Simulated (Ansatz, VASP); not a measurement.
## One calculation of Cu, two programs

```
Cu
1.0
     2.46045    0.00000    0.00000
    -1.23022    2.13081    0.00000
     0.00000    0.00000    4.01774
Cu
2
Direct
  0.33333 0.66667 0.25000
  0.66667 0.33333 0.75000
```

Alike in both runs: task single point; functional PBE; k mesh 21 × 21 × 12; occupations gaussian, width 0.15 eV; no spin polarisation.

|  | VASP | Ansatz |
| --- | --- | --- |
| version | VASP 6.6.1 | Ansatz 0.2.0 |
| potentials or method | VASP PAW PBE potentials, release 64 (Cu), cutoff 520 eV | scalar-relativistic, plane waves, PAW |
| valence electrons in the cell | 22 | 38 |

Ansatz gave:

```
gap on the k mesh at the Fermi level (eV)                     : none
pressure (GPa)                                                : 24.5
traceless stress, the component that is largest in VASP (GPa) : 1.47
```

Task: Which values does VASP return?

Result: gap on the k mesh at the Fermi level (eV): none; pressure (GPa): 25.1; traceless stress, the component that is largest in VASP (GPa): 1.43.

A gap of «none» marks a metal or a gap that the smearing closes. VASP's potentials hold 22 valence electrons a cell and Ansatz's 38, so a difference there can come from the potentials and not from the codes.
